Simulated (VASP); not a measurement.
# B (I4_1/amd) in VASP: further runs

The runs below take B through relaxation of cell and atoms, single point, with PBEsol.

Everything below comes from runs of VASP 6.6.1. Logs are shortened: lines on timing, memory, paths and dates and some standing lists are left out, and cuts for length are marked.

### 1 The cell of the first run

The structure is tetragonal, space group I4_1/amd (No. 141). Conventional cell: a = 3.746 Å, b = 3.746 Å, c = 2.043 Å, α = 90.00°, β = 90.00°, γ = 90.00°. Within 2.6 Å of B (site symmetry -4m2) lie 10 B at 1.94 to 2.42 Å.

### 2 Relaxation of cell and atoms, PBEsol

Contents of INCAR:

```
SYSTEM = B
PREC = Accurate
ENCUT = 600
EDIFF = 1E-7
ISMEAR = 0
SIGMA = 0.1
LREAL = .FALSE.
LASPH = .TRUE.
NELM = 100
ALGO = Normal
ISIF = 3
LWAVE = .FALSE.
LCHARG = .FALSE.
GGA = PS
IBRION = 2
NSW = 90
EDIFFG = -0.04
```

Contents of KPOINTS:

```
regular mesh
0
G
  10 10 10
  0 0 0
```

Contents of POSCAR:

```
B
1.0
   -1.8728847213      1.8728847213      1.0216931879
    1.8728847213     -1.8728847213      1.0216931879
    1.8728847213      1.8728847213     -1.0216931879
B
2
Direct
    0.0000000000      0.0000000000      0.0000000000
    0.7500000000      0.2500000000      0.5000000000
```

Potentials or basis: VASP PAW PBE potentials, release 64 (B).

Started as:

```
cat potpaw_PBE.64/B/POTCAR > POTCAR
mpirun -np 1 vasp_std > vasp.out
```

OUTCAR:

```text
SYSTEM = B
   PREC = Accurate
   ENCUT = 600
   EDIFF = 1E-7
   ISMEAR = 0
   LREAL = .FALSE.
   LASPH = .TRUE.
   NELM = 100
   ISIF = 3
   GGA = PS
   IBRION = 2
   NSW = 90
   EDIFFG = -0.04

 ion  position               nearest neighbor table
   1  0.000  0.000  0.000-   2 1.94   2 1.94   2 1.94   2 1.94
   2  0.750  0.250  0.500-   1 1.94   1 1.94   1 1.94   1 1.94

  LATTYP: Found a body centered tetragonal cell.
 ALAT       =     3.7457694426
 C/A-ratio  =     0.5455184595

  Lattice vectors:

 A1 = (  -1.8728847213,   1.8728847213,   1.0216931879)
 A2 = (   1.8728847213,  -1.8728847213,   1.0216931879)
 A3 = (   1.8728847213,   1.8728847213,  -1.0216931879)

Analysis of symmetry for initial positions (statically):
=====================================================================
 Subroutine PRICEL returns:
 Original cell was already a primitive cell.

 Routine SETGRP: Setting up the symmetry group for a
 body centered tetragonal supercell.

 Subroutine GETGRP returns: Found 16 space group operations
 (whereof  8 operations were pure point group operations)
 out of a pool of 16 trial point group operations.

The static configuration has the point symmetry D_2d.
 The point group associated with its full space group is D_4h.

Analysis of symmetry for dynamics (positions and initial velocities):
=====================================================================
 Subroutine PRICEL returns:
 Original cell was already a primitive cell.

 Routine SETGRP: Setting up the symmetry group for a
 body centered tetragonal supercell.

 Subroutine GETGRP returns: Found 16 space group operations
 (whereof  8 operations were pure point group operations)
 out of a pool of 16 trial point group operations.

The dynamic configuration has the point symmetry D_2d.
 The point group associated with its full space group is D_4h.

 Subroutine INISYM returns: Found 16 space group operations
 (whereof  8 operations are pure point group operations),
 and found     1 'primitive' translations

----------------------------------------------------------------------------------------

                                     Primitive cell

  volume of cell :      14.3352

  direct lattice vectors                    reciprocal lattice vectors
    -1.872884721  1.872884721  1.021693188     0.000000000  0.266967846  0.489383707
     1.872884721 -1.872884721  1.021693188     0.266967846  0.000000000  0.489383707
     1.872884721  1.872884721 -1.021693188     0.266967846  0.266967846  0.000000000

  length of vectors
     2.838882056  2.838882056  2.838882056     0.557465913  0.557465913  0.377549549

  position of ions in fractional coordinates (direct lattice)
     0.000000000  0.000000000  0.000000000
     0.750000000  0.250000000  0.500000000

  ion indices of the primitive-cell ions
   primitive index   ion index
                 1           1
                 2           2

----------------------------------------------------------------------------------------

 KPOINTS: regular mesh

Automatic generation of k-mesh.
 Grid dimensions read from file:
 generate k-points for:   10   10   10

 Generating k-lattice:

  Cartesian coordinates                     Fractional coordinates (reciprocal lattice)
     0.000000000  0.026696785  0.048938371     0.100000000  0.000000000  0.000000000
     0.026696785  0.000000000  0.048938371     0.000000000  0.100000000  0.000000000
     0.026696785  0.026696785  0.000000000     0.000000000  0.000000000  0.100000000

  Length of vectors
     0.055746591  0.055746591  0.037754955

  Shift w.r.t. Gamma in fractional coordinates (k-lattice)
     0.000000000  0.000000000  0.000000000

 Subroutine IBZKPT returns following result:
 ===========================================

 Found    102 irreducible k-points:

 Following reciprocal coordinates:
            Coordinates               Weight
  0.000000  0.000000  0.000000      1.000000
  0.100000  0.000000 -0.000000      8.000000
  0.200000  0.000000 -0.000000      8.000000
  0.300000  0.000000 -0.000000      8.000000
  0.400000  0.000000  0.000000      8.000000
  0.500000  0.000000  0.000000      4.000000
[... 16 lines left out ...]
  0.300000  0.300000  0.000000      8.000000
  0.400000  0.300000 -0.000000     16.000000
 [... further k-points ...]
   k-points           NKPTS =    102   k-points in BZ     NKDIM =    102   number of bands    NBANDS=      7
   number of dos      NEDOS =    301   number of ions     NIONS =      2
   total plane-waves  NPLWV =  13824
   dimension x,y,z NGX =    24 NGY =   24 NGZ =   24
   dimension x,y,z NGXF=    48 NGYF=   48 NGZF=   48
   ions per type =               2
   NGX,Y,Z   is equivalent  to a cutoff of  14.05, 14.05, 14.05 a.u.
   NGXF,Y,Z  is equivalent  to a cutoff of  28.11, 28.11, 28.11 a.u.
 SYSTEM =  B
   PREC   = accura    normal or accurate (medium, high low for compatibility)
   ISTART =      0    job   : 0-new  1-cont  2-samecut
   ICHARG =      2    charge: 1-file 2-atom 10-const
   ISPIN  =      1    spin polarized calculation?
   LNONCOLLINEAR =      F non collinear calculations
   LSORBIT =      F    spin-orbit coupling
   LASPH  =      T    aspherical Exc in radial PAW
   ENCUT  =  600.0 eV  44.10 Ry    6.64 a.u.   5.67  5.67  5.67*2*pi/ulx,y,z
   NELM   =    100;   NELMIN=  2; NELMDL= -5     # of ELM steps
   EDIFF  = 0.1E-06   stopping-criterion for ELM
   LREAL  =      F    real-space projection
   EDIFFG = -.4E-01   stopping-criterion for IOM
   NSW    =     90    number of steps for IOM
   IBRION =      2    ionic relax: 0-MD 1-quasi-New 2-CG
   NFREE  =      1    steps in history (QN), initial steepest desc. (CG)
   ISIF   =      3    stress and relaxation
   ISYM   =      2    0-nonsym 1-usesym 2-fastsym
   POTIM  = 0.5000    time-step for ionic-motion
   TEBEG  =    0.0;   TEEND  =   0.0 temperature during run
   PSTRESS=    0.0 pullay stress
   NELECT =       6.0000    total number of electrons
   NUPDOWN=      -1.0000    fix difference up-down
   EMIN   =  10.00;   EMAX   =-10.00  energy-range for DOS
   EFERMI =   0.00;   METHOD = LEGACY
   ISMEAR =     0;   SIGMA  =   0.10  broadening in eV -4-tet -1-fermi 0-gaus
   EFERMI_NEDOS =   21; number of points for ismear=-14 and -15
   IALGO  =     38    algorithm
   IMIX   =      4    mixing-type and parameters
     AMIX     =   0.40;   BMIX     =  1.00
     AMIX_MAG =   1.60;   BMIX_MAG =  1.00
  volume/ion in A,a.u.               =       7.17        48.37
  Fermi-wavevector in a.u.,A,eV,Ry     =   1.224591  2.314141 20.403610  1.499623
  Thomas-Fermi vector in A             =   2.359660
   LORBIT       =      0    0 simple, 1 ext, 2 COOP (PROOUT), +10 PAW based schemes
   GGA     = PS    functional components
   LHFCALC =     F    Hartree Fock is set to
   AEXX    =    0.0000 exact exchange contribution
   IVDW    =     0    specifies the selected vdW correction
   LEPSILON=     F    determine dielectric tensor
   LRPA    =     F    only Hartree local field effects (RPA)
 conjugate gradient relaxation of ions
 non-spin polarized calculation
 Gauss-broadening in eV      SIGMA  =   0.10
  energy-cutoff  :      600.00
  volume of cell :       14.34
 maximum number of plane-waves:       492
   NGX = 11   NGY = 11   NGZ = 11

--------------------------------------- Ionic step        1  -------------------------------------------

 number of electron       6.0000000 magnetization

 Free energy of the ion-electron system (eV)
  ---------------------------------------------------
  ext. energy  EPLUGINS =         0.00000000
  ---------------------------------------------------
  free energy    TOTEN  =       -11.36870509 eV

  energy without entropy =      -11.36494810  energy(sigma->0) =      -11.36682660

------------------------ aborting loop because EDIFF is reached ----------------------------------------

  FORCE on cell =-STRESS in cart. coord.  units (eV):
  Direction    XX          YY          ZZ          XY          YZ          ZX
  --------------------------------------------------------------------------------------
  -------------------------------------------------------------------------------------
  Total       -0.4924406     -0.4924406     -2.9218868      0.0000000      0.0000000      0.0000000
  in kB      -55.0378988    -55.0378988   -326.5663182      0.0000000      0.0000000      0.0000000
  external PRESSURE =    -145.5473719 kB  Pullay stress =       0.0000000 kB
[... 89 lines left out ...]
  FREE ENERGIE OF THE ION-ELECTRON SYSTEM (eV)
  ---------------------------------------------------
  free  energy   TOTEN  =       -11.6008910607 eV

  energy  without entropy=      -11.5969990754  energy(sigma->0) =      -11.59894507

[... ionic steps 4 to 18 ...]

--------------------------------------- Ionic step       19  -------------------------------------------

 number of electron       6.0000001 magnetization

------------------------ aborting loop because EDIFF is reached ----------------------------------------

  FORCE on cell =-STRESS in cart. coord.  units (eV):
  Direction    XX          YY          ZZ          XY          YZ          ZX
  --------------------------------------------------------------------------------------
  -------------------------------------------------------------------------------------
  Total       -0.0195521     -0.0195521     -0.1923323      0.0000000     -0.0000000      0.0000000
  in kB       -2.0011209     -2.0011209    -19.6848445      0.0000000     -0.0000000      0.0000000
  external PRESSURE =      -7.8956955 kB  Pullay stress =       0.0000000 kB
[... 57 lines left out ...]
  energy  without entropy=      -12.1375704867  energy(sigma->0) =      -12.13836917

--------------------------------------- Ionic step       21  -------------------------------------------

 number of electron       6.0000001 magnetization

 Free energy of the ion-electron system (eV)
  ---------------------------------------------------
  ext. energy  EPLUGINS =         0.00000000
  ---------------------------------------------------
  free energy    TOTEN  =       -12.13920367 eV

  energy without entropy =      -12.13760797  energy(sigma->0) =      -12.13840582

 E-fermi :   6.1846     XC(G=0): -11.6237

 val. band max:        6.1387249562   @ k =   0.5000   0.3000   0.1000
 cond. band min:       6.4542869794   @ k =  -0.1000   0.2000   0.1000
 fundamental gap:      0.3155620232
 Fermi energy:         6.1846204029

 k-point     1 :       0.0000    0.0000    0.0000
  band No.  band energies     occupation
      1      -8.9039      2.00000
      2       1.7410      2.00000
      3       1.7410      2.00000
      4       3.0806      2.00000
      5      11.1492      0.00000
      6      11.9363      0.00000
      7      11.9363      0.00000
[... 221 lines left out ...]
 k-point    24 :       0.4000    0.3000   -0.0000
  band No.  band energies     occupation
      1      -2.3604      2.00000
      2      -1.2441      2.00000
      3       6.6035      0.00000
      4       7.7058      0.00000
      5      12.0440      0.00000
      6      13.4623      0.00000
      7      18.5826      0.00000

 [... further k-points ...]
[... 5 lines left out ...]
  --------------------------------------------------------------------------------------
  -------------------------------------------------------------------------------------
  Total       -0.0032412     -0.0032412      0.0051860      0.0000000      0.0000000      0.0000000
  in kB       -0.3328100     -0.3328100      0.5325131      0.0000000      0.0000000      0.0000000
  external PRESSURE =      -0.0443690 kB  Pullay stress =       0.0000000 kB
[... 17 lines left out ...]
  FREE ENERGIE OF THE ION-ELECTRON SYSTEM (eV)
  ---------------------------------------------------
  free  energy   TOTEN  =       -12.1392036738 eV

  energy  without entropy=      -12.1376079727  energy(sigma->0) =      -12.13840582

 reached required accuracy - stopping structural energy minimisation
```

It took 75 s on 1 thread of Intel Xeon 6975P-C, shared host; peak memory 0.14 GiB.

What came out:

| Property | Result |
| --- | --- |
| Free energy | -12.1392 eV |
| Relaxed volume | 7.80 Å³/atom |
| Relaxed cell | a = 3.228 Å, b = 3.228 Å, c = 3.228 Å, α = 93.50°, β = 93.50°, γ = 151.39° |
| Space group after relaxing (to 0.05 Å) | I4_1/amd (No. 141) |
| Energy gained by relaxing | 385.2 meV/atom |
| Ionic steps | 21 |
| Pressure after relaxing | 0.0 GPa |
| Band gap on the k mesh | zero (band 3 reaches 10.07 eV, above the bottom of band 4 at -2.19 eV) |

Step by step:
| step | energy change (eV) | largest force (eV/Å) | pressure (GPa) | volume (Å³) |
| --- | --- | --- | --- | --- |
| 1 | 0.0000 | 0.0000 | -14.55 | 14.34 |
| 2 | -0.1896 | 0.0000 | 2.05 | 13.01 |
| 3 | -0.2322 | 0.0000 | 12.47 | 12.44 |
| 4 | -0.1601 | 0.0000 | 43.32 | 11.32 |
| 5 | -0.2406 | 0.0000 | 18.40 | 12.17 |
| 6 | -0.3131 | 0.0000 | 22.81 | 12.02 |
| 7 | -0.2625 | 0.0000 | 61.23 | 11.42 |
| 8 | -0.3768 | 0.0000 | 27.17 | 11.87 |
| 9 | -0.3898 | 0.0000 | 38.19 | 11.66 |
| 10 | -0.5427 | 0.0000 | 29.88 | 12.33 |
| 11 | -0.5942 | 0.0000 | 28.18 | 12.76 |
| 12 | -0.6238 | 0.0000 | 28.12 | 13.64 |
| 13 | -0.7627 | 0.0000 | -1.37 | 15.35 |
| 14 | -0.7635 | 0.0000 | 0.54 | 15.21 |
| 15 | -0.7635 | 0.0000 | 0.10 | 15.24 |
| 16 | -0.7683 | 0.0000 | -0.13 | 15.44 |
| 17 | -0.7671 | 0.0000 | -1.46 | 15.94 |
| 18 | -0.7703 | 0.0000 | -0.82 | 15.67 |
| 19 | -0.7703 | 0.0000 | -0.79 | 15.65 |
| 20 | -0.7705 | 0.0000 | 0.36 | 15.58 |
| 21 | -0.7705 | 0.0000 | 0.00 | 15.60 |

Final structure:
```xyz
2
Lattice="-2.2116 2.2116 0.7975 2.2116 -2.2116 0.7975 2.2116 2.2116 -0.7975" Properties=species:S:1:pos:R:3 pbc="T T T"
B     0.0000    0.0000    0.0000
B     0.0000    2.2116    0.3988
```

Caveat: the PAW data sets were made with another functional, which shifts forces and pressure a little.

### 3 Single point, PBEsol

This run uses another cell than the first one, of 7.56 Å³/atom, 1.054 times its volume.

Contents of INCAR:

```
PREC = Accurate
ENCUT = 520
EDIFF = 1E-7
ISMEAR = 0
SIGMA = 0.1
LREAL = F
LASPH = T
NELM = 80
ALGO = Normal
ISIF = 2
LWAVE = F
LCHARG = F
GGA = PS
NBANDS = 10
```

Contents of KPOINTS:

```
Automatic mesh
0
Gamma
  36 36 36
```

Contents of POSCAR:

```
B
1.0
   -2.1727818271      2.1727818271      0.8004484328
    2.1727818271     -2.1727818271      0.8004484328
    2.1727818271      2.1727818271     -0.8004484328
B
2
Direct
    0.0000000000      0.0000000000      0.0000000000
    0.7500000000      0.2500000000      0.5000000000
```

Potentials or basis: VASP PAW PBE potentials, release 64 (B).

Started as:

```
cat potpaw_PBE.64/B/POTCAR > POTCAR
mpirun -np 1 vasp_std > vasp.out
```

Wall time 4 min (1 thread of Intel Xeon 6975P-C, shared host); peak memory 0.51 GiB.

It converged, with:

* Free energy: -12.1340 eV
* Pressure: 0.1 GPa
* Band gap on the k mesh: zero (band 3 reaches 10.99 eV, above the bottom of band 4 at -2.10 eV)

Stress tensor (GPa, compression positive):
```
-0.06  0.00  0.00
 0.00 -0.06  0.00
 0.00  0.00  0.52
```

Levels at points of the mesh, in eV from the Fermi level:
| k point | band 1 | band 2 | band 3 | band 4 | band 5 | band 6 | band 7 |
| --- | --- | --- | --- | --- | --- | --- | --- |
| (0.00, 0.00, 0.00) | -15.54 | -4.61 | -4.61 | -2.80 | 4.89 | 6.09 | 6.09 |
| (0.50, 0.00, 0.00) | -5.89 | -3.93 | 2.22 | 4.47 | 5.63 | 9.01 | 11.20 |
| (0.50, 0.50, 0.00) | -12.31 | -12.31 | -1.05 | -1.05 | 1.82 | 1.82 | 16.69 |
| (0.50, 0.50, 0.50) | -9.34 | -9.34 | -8.76 | -8.76 | 8.52 | 8.52 | 22.86 |

Caveat: the PAW data sets were made with another functional, which shifts forces and pressure a little.
